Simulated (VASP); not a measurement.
# SnSe2 (P-3m1) in VASP: a series of runs, part 2 of 2

VASP 6.6.1. The steps go on from the part before.

## 3. Single point, PBEsol+D3(BJ)

This run uses another cell than the first one, of the same volume but with other edges.

INCAR

```
ALGO = Normal
EDIFF = 1E-7
ENCUT = 520
GGA = PS
ISIF = 2
ISMEAR = 0
IVDW = 12
LASPH = T
LCHARG = F
LREAL = F
LWAVE = F
NBANDS = 20
NELM = 60
PREC = Accurate
SIGMA = 0.05
```

KPOINTS

```
k-points
0
Gamma
  12 12 6
```

POSCAR

```
SnSe2
1.0
    3.8632107324      0.0000000000      0.0000000000
   -1.9316053662      3.3456386344      0.0000000000
    0.0000000000      0.0000000000      5.9722357835
Sn Se
1 2
Direct
    0.0000000000      0.0000000000      0.0000000000
    0.3333333333      0.6666666667      0.2500000000
    0.6666666667      0.3333333333      0.7500000000
```

Potentials or basis: VASP PAW PBE potentials, release 64 (Sn_d, Se).

Command:

```
$ cat potpaw_PBE.64/Sn_d/POTCAR potpaw_PBE.64/Se/POTCAR > POTCAR
$ mpirun -np 1 vasp_std > vasp.out
```

OUTCAR:

```text
EDIFF = 1E-7
   ENCUT = 520
   GGA = PS
   ISIF = 2
   ISMEAR = 0
   IVDW = 12
   LASPH = T
   LREAL = F
   NELM = 60
   PREC = Accurate
 IVDW          = 12

 ion  position               nearest neighbor table
   1  0.000  0.000  0.000-   2 2.68   3 2.68   2 2.68   3 2.68   3 2.68   2 2.68
   2  0.333  0.667  0.250-   1 2.68   1 2.68   1 2.68
   3  0.667  0.333  0.750-   1 2.68   1 2.68   1 2.68

  LATTYP: Found a hexagonal cell.
 ALAT       =     3.8632107324
 C/A-ratio  =     1.5459254483

  Lattice vectors:

 A1 = (   3.8632107324,   0.0000000000,   0.0000000000)
 A2 = (  -1.9316053662,   3.3456386344,   0.0000000000)
 A3 = (   0.0000000000,   0.0000000000,   5.9722357835)

Analysis of symmetry for initial positions (statically):
=====================================================================
 Subroutine PRICEL returns:
 Original cell was already a primitive cell.

 Routine SETGRP: Setting up the symmetry group for a
 hexagonal supercell.

 Subroutine GETGRP returns: Found 12 space group operations
 (whereof 12 operations were pure point group operations)
 out of a pool of 24 trial point group operations.

The static configuration has the point symmetry D_3d.

Analysis of symmetry for dynamics (positions and initial velocities):
=====================================================================
 Subroutine PRICEL returns:
 Original cell was already a primitive cell.

 Routine SETGRP: Setting up the symmetry group for a
 hexagonal supercell.

 Subroutine GETGRP returns: Found 12 space group operations
 (whereof 12 operations were pure point group operations)
 out of a pool of 24 trial point group operations.

The dynamic configuration has the point symmetry D_3d.

 Subroutine INISYM returns: Found 12 space group operations
 (whereof 12 operations are pure point group operations),
 and found     1 'primitive' translations

----------------------------------------------------------------------------------------

                                     Primitive cell

  volume of cell :      77.1906

  direct lattice vectors                    reciprocal lattice vectors
     3.863210732  0.000000000  0.000000000     0.258852045  0.149448298  0.000000000
    -1.931605366  3.345638634  0.000000000     0.000000000  0.298896596  0.000000000
     0.000000000  0.000000000  5.972235784     0.000000000  0.000000000  0.167441480

  length of vectors
     3.863210732  3.863210732  5.972235784     0.298896596  0.298896596  0.167441480

  position of ions in fractional coordinates (direct lattice)
     0.000000000  0.000000000  0.000000000
     0.333333333  0.666666667  0.250000000
     0.666666667  0.333333333  0.750000000

  ion indices of the primitive-cell ions
   primitive index   ion index
                 1           1
                 2           2
                 3           3

----------------------------------------------------------------------------------------

 KPOINTS: k-points

Automatic generation of k-mesh.
 Grid dimensions read from file:
 generate k-points for:   12   12    6

 Generating k-lattice:

  Cartesian coordinates                     Fractional coordinates (reciprocal lattice)
     0.021571004  0.012454025  0.000000000     0.083333333 -0.000000000  0.000000000
     0.000000000  0.024908050  0.000000000     0.000000000  0.083333333  0.000000000
     0.000000000  0.000000000  0.027906913     0.000000000  0.000000000  0.166666667

  Length of vectors
     0.024908050  0.024908050  0.027906913

  Shift w.r.t. Gamma in fractional coordinates (k-lattice)
     0.000000000  0.000000000  0.000000000

 Subroutine IBZKPT returns following result:
 ===========================================

 Found    100 irreducible k-points:

 Following reciprocal coordinates:
            Coordinates               Weight
  0.000000  0.000000  0.000000      1.000000
  0.083333  0.000000  0.000000      6.000000
  0.166667  0.000000  0.000000      6.000000
  0.250000  0.000000  0.000000      6.000000
  0.333333  0.000000  0.000000      6.000000
  0.416667  0.000000  0.000000      6.000000
[... 16 lines left out ...]
  0.166667  0.000000  0.166667      6.000000
  0.000000  0.166667  0.166667      6.000000
 [... further k-points ...]
   k-points           NKPTS =    100   k-points in BZ     NKDIM =    100   number of bands    NBANDS=     20
   number of dos      NEDOS =    301   number of ions     NIONS =      3
   total plane-waves  NPLWV =  43200
   dimension x,y,z NGX =    30 NGY =   30 NGZ =   48
   dimension x,y,z NGXF=    60 NGYF=   60 NGZF=   96
   ions per type =               1   2
   NGX,Y,Z   is equivalent  to a cutoff of  12.91, 12.91, 13.36 a.u.
   NGXF,Y,Z  is equivalent  to a cutoff of  25.82, 25.82, 26.72 a.u.
 SYSTEM =  unknown system
   PREC   = accura    normal or accurate (medium, high low for compatibility)
   ISTART =      0    job   : 0-new  1-cont  2-samecut
   ICHARG =      2    charge: 1-file 2-atom 10-const
   ISPIN  =      1    spin polarized calculation?
   LNONCOLLINEAR =      F non collinear calculations
   LSORBIT =      F    spin-orbit coupling
   LASPH  =      T    aspherical Exc in radial PAW
   ENCUT  =  520.0 eV  38.22 Ry    6.18 a.u.   7.18  7.18 11.10*2*pi/ulx,y,z
   NELM   =     60;   NELMIN=  2; NELMDL= -5     # of ELM steps
   EDIFF  = 0.1E-06   stopping-criterion for ELM
   LREAL  =      F    real-space projection
   EDIFFG = 0.1E-05   stopping-criterion for IOM
   NSW    =      0    number of steps for IOM
   IBRION =     -1    ionic relax: 0-MD 1-quasi-New 2-CG
   NFREE  =      0    steps in history (QN), initial steepest desc. (CG)
   ISIF   =      2    stress and relaxation
   ISYM   =      2    0-nonsym 1-usesym 2-fastsym
   POTIM  = 0.5000    time-step for ionic-motion
   TEBEG  =    0.0;   TEEND  =   0.0 temperature during run
   PSTRESS=    0.0 pullay stress
   NELECT =      26.0000    total number of electrons
   NUPDOWN=      -1.0000    fix difference up-down
   EMIN   =  10.00;   EMAX   =-10.00  energy-range for DOS
   EFERMI =   0.00;   METHOD = LEGACY
   ISMEAR =     0;   SIGMA  =   0.05  broadening in eV -4-tet -1-fermi 0-gaus
   EFERMI_NEDOS =   21; number of points for ismear=-14 and -15
   IALGO  =     38    algorithm
   IMIX   =      4    mixing-type and parameters
     AMIX     =   0.40;   BMIX     =  1.00
     AMIX_MAG =   1.60;   BMIX_MAG =  1.00
  volume/ion in A,a.u.               =      25.73       173.64
  Fermi-wavevector in a.u.,A,eV,Ry     =   1.139054  2.152501 17.652812  1.297445
  Thomas-Fermi vector in A             =   2.275758
   LORBIT       =      0    0 simple, 1 ext, 2 COOP (PROOUT), +10 PAW based schemes
   GGA     = PS    functional components
   LHFCALC =     F    Hartree Fock is set to
   AEXX    =    0.0000 exact exchange contribution
   IVDW    =    12    specifies the selected vdW correction
   LEPSILON=     F    determine dielectric tensor
   LRPA    =     F    only Hartree local field effects (RPA)
 non-spin polarized calculation
 Gauss-broadening in eV      SIGMA  =   0.05
  energy-cutoff  :      520.00
  volume of cell :       77.19
 maximum number of plane-waves:      2103
 NGX is ok and might be reduce to    30

 number of electron      25.9999999 magnetization

 Free energy of the ion-electron system (eV)
  ---------------------------------------------------
  ext. energy  EPLUGINS =         0.00000000
  ---------------------------------------------------
  free energy    TOTEN  =       -12.91696833 eV

  energy without entropy =      -12.91696833  energy(sigma->0) =      -12.91696833

 E-fermi :   4.5196     XC(G=0):  -9.6505

 val. band max:        4.3182640359   @ k =   0.0000   0.0000   0.0000
 cond. band min:       4.7563396296   @ k =   0.0000   0.4167   0.3333
 fundamental gap:      0.4380755937
 Fermi energy:         4.5196121326

 k-point     1 :       0.0000    0.0000    0.0000
  band No.  band energies     occupation
      1     -17.1086      2.00000
      2     -17.1086      2.00000
      3     -17.0759      2.00000
      4     -17.0575      2.00000
      5     -17.0575      2.00000
      6      -9.9257      2.00000
[... 12 lines left out ...]
     19      12.8636      0.00000
[... 513 lines left out ...]
      4     -17.0605      2.00000
      5     -17.0540      2.00000
      6      -9.6159      2.00000
[... 12 lines left out ...]
     19      12.0582      0.00000
     20      12.7393      0.00000

 [... further k-points ...]

------------------------ aborting loop because EDIFF is reached ----------------------------------------

 Edisp (eV)   -0.98418

 E8    (eV) :    -0.6480

  FORCE on cell =-STRESS in cart. coord.  units (eV):
  Direction    XX          YY          ZZ          XY          YZ          ZX
  --------------------------------------------------------------------------------------
  -------------------------------------------------------------------------------------
  Total      -0.49436    -0.49436     1.22566    -0.00000     0.00000     0.00000
  in kB     -10.26095   -10.26095    25.44005    -0.00000     0.00000     0.00000
  external pressure =        1.64 kB  Pullay stress =        0.00 kB

 VOLUME and BASIS-vectors are now :
 -----------------------------------------------------------------------------
  energy-cutoff  :      520.00
  volume of cell :       77.19
      direct lattice vectors                 reciprocal lattice vectors
     3.863210732  0.000000000  0.000000000     0.258852045  0.149448298  0.000000000
    -1.931605366  3.345638634  0.000000000     0.000000000  0.298896596  0.000000000
     0.000000000  0.000000000  5.972235784     0.000000000  0.000000000  0.167441480

 POSITION                                       TOTAL-FORCE (eV/Angst)
 -----------------------------------------------------------------------------------
      0.00000      0.00000      0.00000        -0.000000      0.000000      0.000000
     -0.00000      2.23043      1.49306        -0.000000      0.000000      0.770370
      1.93161      1.11521      4.47918         0.000000     -0.000000     -0.770370
 -----------------------------------------------------------------------------------
    total drift:                                0.000000      0.000000     -0.000000

  FREE ENERGIE OF THE ION-ELECTRON SYSTEM (eV)
  ---------------------------------------------------
  free  energy   TOTEN  =       -13.9011457032 eV

  energy  without entropy=      -13.9011457032  energy(sigma->0) =      -13.90114570
```

stdout:

```text
POSCAR found type information on POSCAR SnSe
 POSCAR found :  2 types and       3 ions
 scaLAPACK will be used
 -----------------------------------------------------------------------------
|                                                                             |
|                                                                             |
|     You enforced a specific xc type in the INCAR file but a different       |
|     I HOPE YOU KNOW WHAT YOU ARE DOING!                                     |
|                                                                             |
 -----------------------------------------------------------------------------

 LDA part: xc-table for (Slater+PW92), standard interpolation
 POSCAR, INCAR and KPOINTS ok, starting setup
 FFT: planning ... GRIDC
 FFT: planning ... GRID_SOFT
 FFT: planning ... GRID
 WAVECAR not read
 entering main loop
```

It took 2.2 min on 1 thread of Intel Xeon 6975P-C, shared host; peak memory 0.31 GiB.

What came out:

- Free energy: -13.9011 eV
- Pressure: 0.2 GPa
- Largest force: 0.770 eV/Å
- Band gap on the k mesh: 0.44 eV, indirect (least direct gap 0.53 eV)
- Dispersion energy per atom: -0.328 eV

Forces on the atoms (eV/Å):
```
Sn   0.000  0.000  0.000
Se   0.000  0.000  0.770
Se   0.000  0.000 -0.770
```

Caveat: the PAW data sets were made with another functional, which shifts forces and pressure a little; spin-orbit coupling is left out, which moves the levels of the heavy elements. A k mesh can miss the band edges.

## 4. Single point, PBEsol+D3(BJ)

This run uses another cell than the first one, of the same volume but with other edges.

INCAR

```
PREC = Accurate
ENCUT = 520
EDIFF = 1E-6
ISMEAR = 0
SIGMA = 0.05
LREAL = F
LASPH = T
NELM = 100
ALGO = Normal
ISIF = 2
LWAVE = F
LCHARG = T
GGA = PS
IVDW = 12
LELF = T
LVHAR = T
NBANDS = 20
```

KPOINTS

```
Automatic mesh
0
Gamma
  12 12 6
```

POSCAR

```
SnSe2
1.0
    3.7495203087      0.0000000000      0.0000000000
   -1.8747601544      3.2471798393      0.0000000000
    0.0000000000      0.0000000000      6.3398987578
Sn Se
1 2
Direct
    0.0000000000      0.0000000000      0.0000000000
    0.3333333333      0.6666666667      0.2500000000
    0.6666666667      0.3333333333      0.7500000000
```

Command:

```
$ cat potpaw_PBE.64/Sn_d/POTCAR potpaw_PBE.64/Se/POTCAR > POTCAR
$ mpirun -np 1 vasp_std > vasp.out
```

It took 99 s on 1 thread of Intel Xeon 6975P-C, shared host; peak memory 0.3 GiB.

Results (log left out):

```yaml
Free_energy: -13.9390 eV
Pressure: 0.4 GPa
Largest_force: 0.286 eV/Å
Band_gap_on_the_k_mesh: 0.56 eV, indirect (least direct gap 1.13 eV)
Dispersion_energy_per_atom: -0.328 eV
```

Forces in eV/Å, atoms in the order of the input:
```
Sn   0.000  0.000  0.000
Se   0.000  0.000  0.286
Se   0.000  0.000 -0.286
```

Stress tensor (GPa, compression positive):
```
 0.83  0.00  0.00
 0.00  0.83  0.00
 0.00  0.00 -0.52
```

Levels at points of the mesh, in eV from the valence-band top:
```csv
k point,band 9,band 10,band 11,band 12,band 13,band 14,band 15,band 16,band 17,band 18
"(0.00, 0.00, 0.00)",-0.53,-0.53,-0.40,-0.21,-0.21,1.14,3.10,4.71,4.71,7.67
"(0.50, 0.00, 0.00)",-4.68,-3.09,-2.52,-1.39,-0.32,1.07,3.67,5.18,5.36,6.60
"(0.00, 0.00, 0.50)",-2.34,-0.61,-0.61,-0.08,-0.08,2.58,3.03,4.49,4.49,7.88
"(0.50, 0.00, 0.50)",-5.05,-2.38,-2.26,-0.94,-0.65,0.59,3.96,4.55,5.46,6.10
```

Caveat: the PAW data sets were made with another functional, which shifts forces and pressure a little; spin-orbit coupling is left out, which moves the levels of the heavy elements. A k mesh can miss the band edges.

## 5. The runs side by side

| cell | gap on the mesh (eV) | pressure (GPa) | largest force (eV/Å) |
| --- | --- | --- | --- |
| a = 3.692, b = 3.692, c = 6.540 Å, angles 90.0, 90.0, 120.0°, 3 atoms | 0.31 | 0.5 | 0.03 |
| a = 3.863, b = 3.863, c = 5.972 Å, angles 90.0, 90.0, 120.0°, 3 atoms | 0.44 | 0.2 | 0.77 |
| a = 3.750, b = 3.750, c = 6.340 Å, angles 90.0, 90.0, 120.0°, 3 atoms | 0.56 | 0.4 | 0.29 |

Alike in all rows: task single point; level PBEsol+D3(BJ); potentials or basis VASP PAW PBE potentials, release 64 (Sn_d, Se); no spin polarisation; k mesh 12 × 12 × 6; cutoff (eV) 520; smearing gaussian 0.05 eV.

Caveats: the PAW data sets were made with another functional, which shifts forces and pressure a little; spin-orbit coupling is left out, which moves the levels of the heavy elements.

Absolute energies hang on the potentials; compare differences alone.
